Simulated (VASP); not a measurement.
## GaN: single point with LDA

GaN:

```
Ga N
1.0
     3.21485    0.00000    0.00000
    -1.60743    2.78414    0.00000
     0.00000    0.00000    5.08772
Ga N
2 2
Cartesian
  0.0000 1.8561 -0.0161
  1.6074 0.9280 2.5278
  0.0000 1.8561 1.9240
  1.6074 0.9280 4.4679
```

This cell differs from its parent crystal: film at in-plane strain +0.02.

- Program: VASP 6.6.1
- Task: single point
- Functional: LDA
- Potentials or basis: VASP PAW LDA potentials, release 64 (Ga_d, N)
- Cutoff: 520 eV
- k mesh: 8 × 8 × 4
- Occupations: gaussian, width 0.01 eV
- Spin: no spin polarisation

```json
{"Pressure": "-4.6 GPa", "Largest force": "0.006 eV/Å", "Band gap on the k mesh": "1.92 eV, direct"}
```

Forces on the atoms (eV/Å):
```
Ga   0.000  0.000 -0.006
Ga   0.000  0.000 -0.006
N    0.000  0.000  0.006
N    0.000  0.000  0.006
```

Stress tensor (GPa, compression positive):
```
-7.47  0.00  0.00
 0.00 -7.47  0.00
 0.00  0.00  1.08
```

Levels at points of the mesh, in eV from the valence-band top:
| k point | band 16 | band 17 | band 18 | band 19 | band 20 | band 21 |
| --- | --- | --- | --- | --- | --- | --- |
| (0.00, 0.00, 0.00) | -0.11 | -0.11 | 0.00 | 1.92 | 3.80 | 9.22 |
| (0.50, 0.00, 0.00) | -2.97 | -2.26 | -1.09 | 4.63 | 5.44 | 6.07 |
| (0.00, 0.00, 0.50) | -0.69 | -0.69 | -0.69 | 4.05 | 4.05 | 8.37 |
| (0.50, 0.00, 0.50) | -2.11 | -1.83 | -1.83 | 4.30 | 4.30 | 7.59 |

Wall time 16 s on 1 thread of Intel(R) Xeon(R) 6975P-C (Granite Rapids), with other jobs on the host, peak memory 0.15 GiB.

Caveat: the cell differs from its parent crystal (film at in-plane strain +0.02).
